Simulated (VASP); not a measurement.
# Sb (Fm-3m) in VASP: a series of runs

Sb is run at these levels: PBE; tasks: single point, relaxation of cell and atoms.

Program: VASP 6.6.1. These are calculated values, not measurements. Logs are shortened: lines on timing, memory, paths and dates and some standing lists are left out, and cuts for length are marked.

## Step 1: The cell of the first run

The structure is cubic, space group Fm-3m (No. 225). Conventional cell: a = 4.796 Å, b = 4.796 Å, c = 4.796 Å, α = 90.00°, β = 90.00°, γ = 90.00°. Sb (site symmetry m-3m) has 12 Sb at 3.39 Å within 4.5 Å.

## Step 2: Single point, PBE

Input file INCAR:

```
SYSTEM = Sb
PREC = Accurate ; ENCUT = 520
EDIFF = 1E-6 ; ISMEAR = -1
SIGMA = 0.05 ; LREAL = .False.
LASPH = .True. ; NELM = 80
ALGO = Normal ; ISIF = 2
LWAVE = .False. ; LCHARG = .True.
GGA = PE ; LELF = .True.
LVHAR = .True. ; NBANDS = 8
```

Input file KPOINTS:

```
regular mesh
0
Gamma
  15 15 15
  0 0 0
```

Input file POSCAR:

```
Sb
1.0
    0.0000000000      2.3979629743      2.3979629743
    2.3979629743      0.0000000000      2.3979629743
    2.3979629743      2.3979629743      0.0000000000
Sb
1
Direct
    0.0000000000      0.0000000000      0.0000000000
```

Potentials or basis: VASP PAW PBE potentials, release 64 (Sb).

Command:

```sh
$ cat potpaw_PBE.64/Sb/POTCAR > POTCAR
$ mpirun -np 1 vasp_std > vasp.out
```

OUTCAR:

```text
SYSTEM = Sb
   PREC = Accurate
   ENCUT = 520
   EDIFF = 1E-6
   ISMEAR = -1
   LREAL = .False.
   LASPH = .True.
   NELM = 80
   ISIF = 2
   GGA = PE

 ion  position               nearest neighbor table
   1  0.000  0.000  0.000-

  LATTYP: Found a face centered cubic cell.
 ALAT       =     4.7959259486

  Lattice vectors:

 A1 = (   0.0000000000,   2.3979629743,   2.3979629743)
 A2 = (   2.3979629743,   0.0000000000,   2.3979629743)
 A3 = (   2.3979629743,   2.3979629743,   0.0000000000)

Analysis of symmetry for initial positions (statically):
=====================================================================
 Subroutine PRICEL returns:
 Original cell was already a primitive cell.

 Routine SETGRP: Setting up the symmetry group for a
 face centered cubic supercell.

 Subroutine GETGRP returns: Found 48 space group operations
 (whereof 48 operations were pure point group operations)
 out of a pool of 48 trial point group operations.

The static configuration has the point symmetry O_h .

Analysis of symmetry for dynamics (positions and initial velocities):
=====================================================================
 Subroutine PRICEL returns:
 Original cell was already a primitive cell.

 Routine SETGRP: Setting up the symmetry group for a
 face centered cubic supercell.

 Subroutine GETGRP returns: Found 48 space group operations
 (whereof 48 operations were pure point group operations)
 out of a pool of 48 trial point group operations.

The dynamic configuration has the point symmetry O_h .

 Subroutine INISYM returns: Found 48 space group operations
 (whereof 48 operations are pure point group operations),
 and found     1 'primitive' translations

----------------------------------------------------------------------------------------

                                     Primitive cell

  volume of cell :      27.5777

  direct lattice vectors                    reciprocal lattice vectors
     0.000000000  2.397962974  2.397962974    -0.208510309  0.208510309  0.208510309
     2.397962974  0.000000000  2.397962974     0.208510309 -0.208510309  0.208510309
     2.397962974  2.397962974  0.000000000     0.208510309  0.208510309 -0.208510309

  length of vectors
     3.391231760  3.391231760  3.391231760     0.361150449  0.361150449  0.361150449

  position of ions in fractional coordinates (direct lattice)
     0.000000000  0.000000000  0.000000000

  ion indices of the primitive-cell ions
[... 70 lines left out ...]
   LSORBIT =      F    spin-orbit coupling
   LASPH  =      T    aspherical Exc in radial PAW
   ENCUT  =  520.0 eV  38.22 Ry    6.18 a.u.   6.31  6.31  6.31*2*pi/ulx,y,z
   NELM   =     80;   NELMIN=  2; NELMDL= -5     # of ELM steps
   EDIFF  = 0.1E-05   stopping-criterion for ELM
   LREAL  =      F    real-space projection
   EDIFFG = 0.1E-04   stopping-criterion for IOM
   NSW    =      0    number of steps for IOM
   IBRION =     -1    ionic relax: 0-MD 1-quasi-New 2-CG
   NFREE  =      0    steps in history (QN), initial steepest desc. (CG)
   ISIF   =      2    stress and relaxation
   ISYM   =      2    0-nonsym 1-usesym 2-fastsym
   POTIM  = 0.5000    time-step for ionic-motion
   TEBEG  =    0.0;   TEEND  =   0.0 temperature during run
   PSTRESS=    0.0 pullay stress
   NELECT =       5.0000    total number of electrons
   NUPDOWN=      -1.0000    fix difference up-down
   EMIN   =  10.00;   EMAX   =-10.00  energy-range for DOS
   EFERMI =   0.00;   METHOD = LEGACY
   ISMEAR =    -1;   SIGMA  =   0.05  broadening in eV -4-tet -1-fermi 0-gaus
   EFERMI_NEDOS =   21; number of points for ismear=-14 and -15
   IALGO  =     38    algorithm
   IMIX   =      4    mixing-type and parameters
     AMIX     =   0.40;   BMIX     =  1.00
     AMIX_MAG =   1.60;   BMIX_MAG =  1.00
  volume/ion in A,a.u.               =      27.58       186.10
  Fermi-wavevector in a.u.,A,eV,Ry     =   0.926572  1.750967 11.681079  0.858535
  Thomas-Fermi vector in A             =   2.052548
   LORBIT       =      0    0 simple, 1 ext, 2 COOP (PROOUT), +10 PAW based schemes
   GGA     = PE    functional components
   LHFCALC =     F    Hartree Fock is set to
   AEXX    =    0.0000 exact exchange contribution
   IVDW    =     0    specifies the selected vdW correction
   LEPSILON=     F    determine dielectric tensor
   LRPA    =     F    only Hartree local field effects (RPA)
 non-spin polarized calculation
  energy-cutoff  :      520.00
  volume of cell :       27.58
 maximum number of plane-waves:       756
 NGX is ok and might be reduce to    28
   NGX = 13   NGY = 13   NGZ = 13

 number of electron       5.0000000 magnetization

 Free energy of the ion-electron system (eV)
  ---------------------------------------------------
  ext. energy  EPLUGINS =         0.00000000
  ---------------------------------------------------
  free energy    TOTEN  =        -3.82834098 eV

  energy without entropy =       -3.82328911  energy(sigma->0) =       -3.82581505

 E-fermi :   8.2517     XC(G=0): -10.1297

 val. band max:        8.2516096861   @ k =  -0.2000   0.2000   0.0000
 cond. band min:       8.2787041347   @ k =  -0.4000   0.4667   0.0667
 fundamental gap:      0.0270944486
 Fermi energy:         8.2517272430

 k-point     1 :       0.0000    0.0000    0.0000
  band No.  band energies     occupation
      1      -4.5245      2.00000
      2      13.3625      0.00000
      3      13.3625      0.00000
      4      13.3625      0.00000
      5      18.0928      0.00000
      6      18.0928      0.00000
      7      18.0928      0.00000
      8      18.4598      0.00000
[... 243 lines left out ...]
 k-point    24 :       0.2000    0.1333    0.0000
  band No.  band energies     occupation
      1      -3.7545      2.00000
      2      10.1588      0.00000
      3      11.4884      0.00000
      4      11.8673      0.00000
      5      15.5937      0.00000
      6      17.2761      0.00000
      7      20.0759      0.00000
      8      20.5187      0.00000

 [... further k-points ...]
[... 5 lines left out ...]
  --------------------------------------------------------------------------------------
  -------------------------------------------------------------------------------------
  Total       -0.0522320     -0.0522320     -0.0522320     -0.0000000      0.0000000      0.0000000
  in kB       -3.0345196     -3.0345196     -3.0345196     -0.0000000      0.0000000      0.0000000
  external PRESSURE =      -3.0345196 kB  Pullay stress =       0.0000000 kB

 VOLUME and BASIS-vectors are now :
 -----------------------------------------------------------------------------
  energy-cutoff  :      520.00
  volume of cell :       27.58
      direct lattice vectors                 reciprocal lattice vectors
     0.000000000  2.397962974  2.397962974    -0.208510309  0.208510309  0.208510309
     2.397962974  0.000000000  2.397962974     0.208510309 -0.208510309  0.208510309
     2.397962974  2.397962974  0.000000000     0.208510309  0.208510309 -0.208510309

 POSITION                                       TOTAL-FORCE (eV/Angst)
 -----------------------------------------------------------------------------------
      0.00000      0.00000      0.00000        -0.000000      0.000000     -0.000000
 -----------------------------------------------------------------------------------
    total drift:                                0.000000      0.000000     -0.000000

  FREE ENERGIE OF THE ION-ELECTRON SYSTEM (eV)
  ---------------------------------------------------
  free  energy   TOTEN  =        -3.8283409807 eV

  energy  without entropy=       -3.8232891129  energy(sigma->0) =       -3.82581505
```

OSZICAR:

```text
N       E                     dE             d eps       ncg     rms          rms(c)
DAV:   1     0.445888924895E+01    0.44589E+01   -0.16531E+03  1936   0.409E+02
DAV:   2    -0.373718519061E+01   -0.81961E+01   -0.79845E+01  2728   0.512E+01
DAV:   3    -0.383293669997E+01   -0.95752E-01   -0.95613E-01  2336   0.605E+00
DAV:   4    -0.383322856986E+01   -0.29187E-03   -0.29187E-03  3040   0.403E-01
DAV:   5    -0.383322904022E+01   -0.47037E-06   -0.47014E-06  2480   0.104E-02    0.162E+00
DAV:   6    -0.383000266035E+01    0.32264E-02   -0.21291E-03  2360   0.242E-01    0.916E-01
DAV:   7    -0.382832526895E+01    0.16774E-02   -0.44529E-03  2160   0.351E-01    0.583E-02
DAV:   8    -0.382834087458E+01   -0.15606E-04   -0.57331E-05  2752   0.590E-02    0.595E-03
DAV:   9    -0.382834098074E+01   -0.10616E-06   -0.75819E-07  2616   0.683E-03
   1 F= -.38283410E+01 E0= -.38258150E+01  d E =-.505187E-02
```

stdout:

```text
POSCAR found type information on POSCAR Sb
 POSCAR found :  1 types and       1 ions
 scaLAPACK will be used
 LDA part: xc-table for (Slater+PW92), standard interpolation
 POSCAR, INCAR and KPOINTS ok, starting setup
 FFT: planning ... GRIDC
 FFT: planning ... GRID_SOFT
 FFT: planning ... GRID
 WAVECAR not read
 entering main loop
```

Wall time 16 s (1 thread of Intel Xeon Platinum 8488C (Sapphire Rapids), shared host); peak memory 0.16 GiB.

What came out:

* Free energy: -3.8283 eV
* Pressure: -0.3 GPa

Levels at points of the mesh, in eV from the Fermi level:
| k point | band 1 | band 2 | band 3 | band 4 | band 5 | band 6 |
| --- | --- | --- | --- | --- | --- | --- |
| (0.00, 0.00, 0.00) | -12.78 | 5.11 | 5.11 | 5.11 | 9.84 | 9.84 |

Caveat: spin-orbit coupling is left out, which moves the levels of the heavy elements.

## Step 3: Relaxation of cell and atoms, PBE

This run uses another cell than the first one, of 27.51 Å³/atom, 0.997 times its volume.

Input file INCAR:

```
  ALGO = Normal
  EDIFF = 1E-6
  EDIFFG = -0.005
  ENCUT = 600
  GGA = PE
  IBRION = 2
  ISIF = 3
  ISMEAR = -1
  LASPH = True
  LCHARG = False
  LREAL = False
  LWAVE = False
  NELM = 80
  NSW = 45
  PREC = Accurate
  SIGMA = 0.05
```

Input file KPOINTS:

```
k-points
0
Gamma
  15 15 15
```

Input file POSCAR:

```
Sb
1.0
    0.0000000000      2.3958649983      2.3958649983
    2.3958649983      0.0000000000      2.3958649983
    2.3958649983      2.3958649983      0.0000000000
Sb
1
Direct
    0.0000000000      0.0000000000      0.0000000000
```

Potentials or basis: VASP PAW PBE potentials, release 64 (Sb).

Command:

```sh
$ cat potpaw_PBE.64/Sb/POTCAR > POTCAR
$ mpirun -np 1 vasp_std > vasp.out
```

It took 20 s on 1 thread of Intel Xeon Platinum 8488C (Sapphire Rapids), shared host; peak memory 0.17 GiB.

The run converged. Its results:

* Free energy: -3.8285 eV
* Relaxed volume: 27.44 Å³/atom
* Relaxed cell: a = 3.386 Å, b = 3.386 Å, c = 3.386 Å, α = 60.00°, β = 60.00°, γ = 60.00°
* Space group after relaxing (to 0.05 Å): Fm-3m (No. 225)
* Energy gained by relaxing: 0.0 meV/atom
* Ionic steps: 3
* Pressure after relaxing: 0.0 GPa

Final structure:
```
Sb
1.0
     0.00000    2.39391    2.39391
     2.39391    0.00000    2.39391
     2.39391    2.39391    0.00000
Sb
1
Direct
  0.00000 0.00000 0.00000
```

Levels at points of the mesh, in eV from the Fermi level:
```
           k point  band 1  band 2  band 3  band 4  band 5
(0.00, 0.00, 0.00)  -12.82    5.15    5.15    5.15    9.86
```

Caveat: spin-orbit coupling is left out, which moves the levels of the heavy elements.
